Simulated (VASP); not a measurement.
Wanted: the native input for a VASP 6.6.1 run.

| Item | Value |
| --- | --- |
| Task | single point |
| Functional | PBE |
| Potentials or basis | VASP PAW PBE potentials, release 64 (Al, In_d, Sb) |
| Cutoff | 520 eV |
| k mesh | 4 × 4 × 4 |
| Occupations | gaussian, width 0.1 eV |
| Spin | no spin polarisation |
| Dipole correction | no |
| Further INCAR settings | ALGO = Normal; EDIFF = 1e-06; NBANDS = 31 |

The structure of AlIn2Sb3 lies in POSCAR:

```
AlIn2Sb3
1.0
    5.1945695500      0.0000000000      0.0000000000
    0.0000000000      5.1945695500      0.0000000000
    0.0000000000      0.0000000000      6.3661308700
Al In Sb
1 2 3
Direct
    0.5000000000      0.5000000000      0.5926836600
    0.0000000000      0.0000000000      0.3851707100
    0.5000000000      0.5000000000      0.9175534100
    0.5000000000      0.0000000000      0.7969659700
    0.0000000000      0.5000000000      0.7969659700
    0.5000000000      0.5000000000      0.2115303300
```

The cell was built from a structure type or drawn by symmetry, and may not be a known phase.

These files were run (other wordings do the same):

INCAR

```
ALGO = Normal ; EDIFF = 1E-6
ENCUT = 520 ; GGA = PE
ISIF = 2 ; ISMEAR = 0
LASPH = T ; LCHARG = F
LREAL = F ; LWAVE = F
NBANDS = 31 ; NELM = 60
PREC = Accurate ; SIGMA = 0.1
```

KPOINTS

```
k-points
0
Gamma
  4 4 4
```

Potentials or basis: VASP PAW PBE potentials, release 64 (Al, In_d, Sb).

Run with:

```bash
$ cat potpaw_PBE.64/Al/POTCAR potpaw_PBE.64/In_d/POTCAR potpaw_PBE.64/Sb/POTCAR > POTCAR
$ mpirun -np 1 vasp_std > vasp.out
```

Results of the run:

| Item | Value |
| --- | --- |
| Pressure | 33.7 GPa |
| Largest force | 33.724 eV/Å |
| Band gap on the k mesh | zero (bands 22 and 23 overlap by 1.27 eV) |

Caveat: atoms lie so close that the PAW spheres overlap strongly, which falsifies energies and pressures; the cell stands under pressure; spin-orbit coupling is left out, which moves the levels of the heavy elements; forces of over 1 eV/Å act on the atoms, so gaps and moduli don't describe the material at rest.

Run time: 100 s on 1 thread of Intel(R) Xeon(R) Platinum 8488C (Sapphire Rapids), on a shared host, peak memory 0.31 GiB.
